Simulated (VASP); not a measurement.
Here is a VASP 6.6.1 calculation.

The input INCAR:

```
SYSTEM = SrTe
ALGO = Normal
EDIFF = 1E-6
ENCUT = 500
GGA = PE
GGA_COMPAT = .False.
ISIF = 2
ISMEAR = 0
LASPH = .True.
LCHARG = .True.
LELF = .True.
LREAL = .False.
LVHAR = .True.
LWAVE = .False.
NBANDS = 15
NELM = 120
PREC = Accurate
SIGMA = 0.02
```

File KPOINTS:

```
k-points
0
Gamma
  8 8 8
  0 0 0
```

The input POSCAR:

```
SrTe
1.0
    0.0000000000      3.3592193380      3.3592193380
    3.3592193380      0.0000000000      3.3592193380
    3.3592193380      3.3592193380      0.0000000000
Sr Te
1 1
Direct
    0.0000000000      0.0000000000      0.0000000000
    0.5000000000      0.5000000000      0.5000000000
```

Potentials or basis: VASP PAW PBE potentials, release 64 (Sr_sv, Te).

Command:

```sh
$ cat potpaw_PBE.64/Sr_sv/POTCAR potpaw_PBE.64/Te/POTCAR > POTCAR
$ mpirun -np 1 vasp_std > vasp.out
```

Problem. Estimate the pressure.

Solution. 0.1 GPa.

Problem. Estimate the band gap on the k mesh.

Solution. 1.76 eV (least direct gap 2.48 eV).

Caveat: spin-orbit coupling is left out, which moves the levels of the heavy elements. A k mesh can miss the band edges.
